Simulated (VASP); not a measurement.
# Si (R-3m) in VASP: single point with HSE06

Aim: the single point of Si with HSE06.

Everything below comes from runs of VASP 6.6.1. Logs are shortened: lines on timing, memory, paths and dates and some standing lists are left out, and cuts for length are marked.

### Step 1. The cell of the first run

It takes space group R-3m (No. 166, trigonal). The conventional cell has a = 3.881 Å, b = 3.881 Å, c = 9.369 Å, α = 90.00°, β = 90.00°, γ = 120.00°. Si (site symmetry 3m) has 4 Si at 2.35 to 2.37 Å within 3.1 Å.

### Step 2. Single point, HSE06

Contents of POSCAR:

```
Si
1.0
   -0.0263283817      2.7176703529      2.7176703529
    2.7176703529     -0.0263283817      2.7176703529
    2.7176703529      2.7176703529     -0.0263283817
Si
2
Direct
   -0.0006381611     -0.0006381611     -0.0006381611
    0.2506381611      0.2506381611      0.2506381611
```

Contents of INCAR.step1:

```
SYSTEM = Si
  ALGO = Normal
  EDIFF = 1E-5
  ENCUT = 400
  GGA = PE
  GGA_COMPAT = .FALSE.
  ISIF = 2
  ISMEAR = 0
  LASPH = .TRUE.
  LREAL = .FALSE.
  LWAVE = .TRUE.
  NBANDS = 11
  NELM = 120
  PREC = Accurate
  SIGMA = 0.01
```

Contents of INCAR.step2:

```
SYSTEM = Si
  ALGO = Normal
  EDIFF = 1E-6
  ENCUT = 400
  GGA = PE
  GGA_COMPAT = .FALSE.
  HFSCREEN = 0.2079
  ISIF = 2
  ISMEAR = 0
  ISTART = 1
  LASPH = .TRUE.
  LCHARG = .TRUE.
  LELF = .TRUE.
  LHFCALC = .TRUE.
  LREAL = .FALSE.
  LVHAR = .TRUE.
  LWAVE = .FALSE.
  NBANDS = 11
  NELM = 120
  PREC = Accurate
  PRECFOCK = Normal
  SIGMA = 0.01
```

Contents of KPOINTS:

```
k-points
0
G
  6 6 6
  0 0 0
```

Potentials or basis: VASP PAW PBE potentials, release 64 (Si).

On the command line:

```bash
> cat potpaw_PBE.64/Si/POTCAR > POTCAR
> cp INCAR.step1 INCAR
> mpirun -np 1 vasp_std > vasp.out
> cp INCAR.step2 INCAR
> mpirun -np 1 vasp_std > vasp.out
```

OUTCAR:

```text
SYSTEM = Si
   EDIFF = 1E-6
   ENCUT = 400
   GGA = PE
   HFSCREEN = 0.2079
   ISIF = 2
   ISMEAR = 0
   ISTART = 1
   LASPH = .TRUE.
   LHFCALC = .TRUE.
   LREAL = .FALSE.
   NELM = 120
   PREC = Accurate
   PRECFOCK = Normal

 ion  position               nearest neighbor table
   1  0.999  0.999  0.999-   2 2.35   2 2.37   2 2.37   2 2.37
   2  0.251  0.251  0.251-   1 2.35   1 2.37   1 2.37   1 2.37

  LATTYP: Found a trigonal (rhomboedric) cell.
 ALAT       =     3.8434564493
 COS(alpha) =     0.4902891425

  Lattice vectors:

 A1 = (  -0.0263283817,   2.7176703529,   2.7176703529)
 A2 = (   2.7176703529,  -0.0263283817,   2.7176703529)
 A3 = (   2.7176703529,   2.7176703529,  -0.0263283817)

Analysis of symmetry for initial positions (statically):
=====================================================================
 Subroutine PRICEL returns:
 Original cell was already a primitive cell.

 Routine SETGRP: Setting up the symmetry group for a
 trigonal (rhombohedral) supercell.

 Subroutine GETGRP returns: Found 12 space group operations
 (whereof  6 operations were pure point group operations)
 out of a pool of 12 trial point group operations.

The static configuration has the point symmetry C_3v.
 The point group associated with its full space group is D_3d.

Analysis of symmetry for dynamics (positions and initial velocities):
=====================================================================
 Subroutine PRICEL returns:
 Original cell was already a primitive cell.

 Routine SETGRP: Setting up the symmetry group for a
 trigonal (rhombohedral) supercell.

 Subroutine GETGRP returns: Found 12 space group operations
 (whereof  6 operations were pure point group operations)
 out of a pool of 12 trial point group operations.

The dynamic configuration has the point symmetry C_3v.
 The point group associated with its full space group is D_3d.

 Subroutine INISYM returns: Found 12 space group operations
 (whereof  6 operations are pure point group operations),
 and found     1 'primitive' translations

----------------------------------------------------------------------------------------

                                     Primitive cell

  volume of cell :      40.7273

  direct lattice vectors                    reciprocal lattice vectors
    -0.026328382  2.717670353  2.717670353    -0.181328891  0.183102763  0.183102763
     2.717670353 -0.026328382  2.717670353     0.183102763 -0.181328891  0.183102763
     2.717670353  2.717670353 -0.026328382     0.183102763  0.183102763 -0.181328891

  length of vectors
     3.843456449  3.843456449  3.843456449     0.316122462  0.316122462  0.316122462

  position of ions in fractional coordinates (direct lattice)
     0.999361839  0.999361839  0.999361839
     0.250638161  0.250638161  0.250638161

  ion indices of the primitive-cell ions
   primitive index   ion index
                 1           1
                 2           2

----------------------------------------------------------------------------------------

 KPOINTS: k-points

Automatic generation of k-mesh.
 Grid dimensions read from file:
 generate k-points for:    6    6    6

 Generating k-lattice:

  Cartesian coordinates                     Fractional coordinates (reciprocal lattice)
    -0.030221482  0.030517127  0.030517127     0.166666667  0.000000000  0.000000000
     0.030517127 -0.030221482  0.030517127     0.000000000  0.166666667  0.000000000
     0.030517127  0.030517127 -0.030221482     0.000000000  0.000000000  0.166666667

  Length of vectors
     0.052687077  0.052687077  0.052687077

  Shift w.r.t. Gamma in fractional coordinates (k-lattice)
     0.000000000  0.000000000  0.000000000

 Subroutine IBZKPT returns following result:
 ===========================================

 Found     32 irreducible k-points:

 Following reciprocal coordinates:
            Coordinates               Weight
  0.000000  0.000000  0.000000      1.000000
  0.166667  0.000000  0.000000      6.000000
  0.333333  0.000000 -0.000000      6.000000
  0.500000 -0.000000 -0.000000      3.000000
  0.166667  0.166667 -0.000000      6.000000
  0.333333  0.166667 -0.000000     12.000000
[... 16 lines left out ...]
  0.500000  0.500000  0.166667      6.000000
 -0.333333  0.500000  0.166667     12.000000
 [... further k-points ...]
   k-points           NKPTS =     32   k-points in BZ     NKDIM =    216   number of bands    NBANDS=     11
   number of dos      NEDOS =    301   number of ions     NIONS =      2
   total plane-waves  NPLWV =  21952
   dimension x,y,z NGX =    28 NGY =   28 NGZ =   28
   dimension x,y,z NGXF=    56 NGYF=   56 NGZF=   56
   ions per type =               2
   NGX,Y,Z   is equivalent  to a cutoff of  12.11, 12.11, 12.11 a.u.
   NGXF,Y,Z  is equivalent  to a cutoff of  24.22, 24.22, 24.22 a.u.
 SYSTEM =  Si
   PREC   = accura    normal or accurate (medium, high low for compatibility)
   ISTART =      1    job   : 0-new  1-cont  2-samecut
   ICHARG =      0    charge: 1-file 2-atom 10-const
   ISPIN  =      1    spin polarized calculation?
   LNONCOLLINEAR =      F non collinear calculations
   LSORBIT =      F    spin-orbit coupling
   LASPH  =      T    aspherical Exc in radial PAW
   ENCUT  =  400.0 eV  29.40 Ry    5.42 a.u.   6.27  6.27  6.27*2*pi/ulx,y,z
   NELM   =    120;   NELMIN=  2; NELMDL=  0     # of ELM steps
   EDIFF  = 0.1E-05   stopping-criterion for ELM
   LREAL  =      F    real-space projection
   EDIFFG = 0.1E-04   stopping-criterion for IOM
   NSW    =      0    number of steps for IOM
   IBRION =     -1    ionic relax: 0-MD 1-quasi-New 2-CG
   NFREE  =      0    steps in history (QN), initial steepest desc. (CG)
   ISIF   =      2    stress and relaxation
   ISYM   =      3    0-nonsym 1-usesym 2-fastsym
   POTIM  = 0.5000    time-step for ionic-motion
   TEBEG  =    0.0;   TEEND  =   0.0 temperature during run
   PSTRESS=    0.0 pullay stress
   NELECT =       8.0000    total number of electrons
   NUPDOWN=      -1.0000    fix difference up-down
   EMIN   =  10.00;   EMAX   =-10.00  energy-range for DOS
   EFERMI =   0.00;   METHOD = LEGACY
   ISMEAR =     0;   SIGMA  =   0.01  broadening in eV -4-tet -1-fermi 0-gaus
   EFERMI_NEDOS =   21; number of points for ismear=-14 and -15
   IALGO  =     38    algorithm
   IMIX   =      1    mixing-type and parameters
     AMIX     =   0.40;   BMIX     =  1.00
     AMIX_MAG =   1.60;   BMIX_MAG =  1.00
  volume/ion in A,a.u.               =      20.36       137.42
  Fermi-wavevector in a.u.,A,eV,Ry     =   0.951648  1.798354 12.321891  0.905633
  Thomas-Fermi vector in A             =   2.080137
   LORBIT       =      0    0 simple, 1 ext, 2 COOP (PROOUT), +10 PAW based schemes
   GGA     = PE    functional components
   LHFCALC =     T    Hartree Fock is set to
   PRECFOCK=normal    Normal, Fast or Accurate (Low or Medium for compatibility)
   ENCUT4O =  -1.0   cutoff for four orbital integrals eV
   NKREDX  =     1    reduce k-point grid by
   NKREDY  =     1    reduce k-point grid by
   NKREDZ  =     1    reduce k-point grid by
   AEXX    =    0.2500 exact exchange contribution
   HFSCREEN=    0.2079 screening length (either q_TF or 0.3 A-1)
   HFSCREENC=   0.2079 screening length for correlation (either q_TF or 0.3 A-1)
   ENCUTFOCK=  -1.0 apply spherical cutoff to Coloumb kernel
   IVDW    =     0    specifies the selected vdW correction
   LEPSILON=     F    determine dielectric tensor
   LRPA    =     F    only Hartree local field effects (RPA)
 non-spin polarized calculation
 Gauss-broadening in eV      SIGMA  =   0.01
  energy-cutoff  :      400.00
  volume of cell :       40.73
 maximum number of plane-waves:       754
 NGX is ok and might be reduce to    28
  NGX = 20; NGY = 20; NGZ = 20

 number of electron       8.0000000 magnetization

 Free energy of the ion-electron system (eV)
  ---------------------------------------------------
  ext. energy  EPLUGINS =         0.00000000
  ---------------------------------------------------
  free energy    TOTEN  =       -12.52738251 eV

  energy without entropy =      -12.52738251  energy(sigma->0) =      -12.52738251

 E-fermi :   5.4978     XC(G=0):  -7.7961

 val. band max:        5.3950799943   @ k =   0.0000   0.0000   0.0000
 cond. band min:       6.5566203103   @ k =   0.5000   0.5000  -0.0000
 fundamental gap:      1.1615403161
 Fermi energy:         5.4977602359

 k-point     1 :       0.0000    0.0000    0.0000
  band No.  band energies     occupation
      1      -7.8565      2.00000
      2       5.2614      2.00000
      3       5.2614      2.00000
      4       5.3951      2.00000
      5       8.5669      0.00000
      6       8.5669      0.00000
      7       8.6925      0.00000
      8       9.4648      0.00000
      9      14.0326      0.00000
     10      14.0806      0.00000
     11      14.0806      0.00000

 k-point     2 :       0.1667    0.0000    0.0000
  band No.  band energies     occupation
      1      -7.4647      2.00000
      2       2.7265      2.00000
      3       4.8123      2.00000
      4       4.9101      2.00000
      5       8.3911      0.00000
      6       9.2403      0.00000
      7       9.3824      0.00000
      8      11.5770      0.00000
      9      13.3599      0.00000
     10      13.4364      0.00000
     11      15.2357      0.00000

 k-point     3 :       0.3333    0.0000   -0.0000
  band No.  band energies     occupation
      1      -6.3634      2.00000
      2      -0.5337      2.00000
      3       4.2280      2.00000
      4       4.2977      2.00000
      5       7.7738      0.00000
      6       9.5929      0.00000
      7       9.6915      0.00000
      8      14.0862      0.00000
      9      14.2369      0.00000
     10      14.4539      0.00000
     11      15.3612      0.00000
[... 267 lines left out ...]
 k-point    23 :       0.5000    0.5000    0.1667
  band No.  band energies     occupation
      1      -4.4564      2.00000
      2      -1.9325      2.00000
      3       1.4621      2.00000
      4       2.4836      2.00000
      5       6.9329      0.00000
      6       8.8032      0.00000
      7      13.6515      0.00000
      8      13.7186      0.00000
      9      17.1908      0.00000
     10      17.3260      0.00000
     11      18.9765      0.00000

 k-point    24 :      -0.3333    0.5000    0.1667
  band No.  band energies     occupation
      1      -3.2104      2.00000
      2      -3.1352      2.00000
      3       1.3810      2.00000
      4       1.4430      2.00000
      5       8.6675      0.00000
      6       8.8666      0.00000
      7      12.9266      0.00000
      8      13.1869      0.00000
      9      17.0708      0.00000
     10      17.0921      0.00000
     11      19.5142      0.00000

 [... further k-points ...]

------------------------ aborting loop because EDIFF is reached ----------------------------------------

  FORCE on cell =-STRESS in cart. coord.  units (eV):
  Direction    XX          YY          ZZ          XY          YZ          ZX
  --------------------------------------------------------------------------------------
  -------------------------------------------------------------------------------------
  Total       -0.3655630     -0.3655630     -0.3655630      0.1943328      0.1943328      0.1943328
  in kB      -14.3809333    -14.3809333    -14.3809333      7.6448838      7.6448838      7.6448838
  external PRESSURE =     -14.3809333 kB  Pullay stress =       0.0000000 kB

 VOLUME and BASIS-vectors are now :
 -----------------------------------------------------------------------------
  energy-cutoff  :      400.00
  volume of cell :       40.73
      direct lattice vectors                 reciprocal lattice vectors
    -0.026328382  2.717670353  2.717670353    -0.181328891  0.183102763  0.183102763
     2.717670353 -0.026328382  2.717670353     0.183102763 -0.181328891  0.183102763
     2.717670353  2.717670353 -0.026328382     0.183102763  0.183102763 -0.181328891

 POSITION                                       TOTAL-FORCE (eV/Angst)
 -----------------------------------------------------------------------------------
      5.40556      5.40556      5.40556         0.006341      0.006341      0.006341
      1.35570      1.35570      1.35570        -0.006341     -0.006341     -0.006341
 -----------------------------------------------------------------------------------
    total drift:                               -0.000000     -0.000000     -0.000000

  FREE ENERGIE OF THE ION-ELECTRON SYSTEM (eV)
  ---------------------------------------------------
  free  energy   TOTEN  =       -12.5273825078 eV

  energy  without entropy=      -12.5273825078  energy(sigma->0) =      -12.52738251
```

Run time: 16 min. Hardware: 1 thread of Oxide Virtual Turin-like, shared host; peak memory 0.22 GiB.

What came out:

| Item | Value |
| --- | --- |
| Free energy | -12.5274 eV |
| Pressure | -1.4 GPa |
| Largest force | 0.011 eV/Å |
| Band gap on the k mesh | 1.16 eV (least direct gap 3.17 eV) |

Forces on the atoms (eV/Å):
```
Si   0.006  0.006  0.006
Si  -0.006 -0.006 -0.006
```

Stress tensor (GPa, compression positive):
```
-1.44  0.76  0.76
 0.76 -1.44  0.76
 0.76  0.76 -1.44
```

Caveat: the PAW data sets were made with another functional, which shifts forces and pressure a little. A k mesh can miss the band edges.
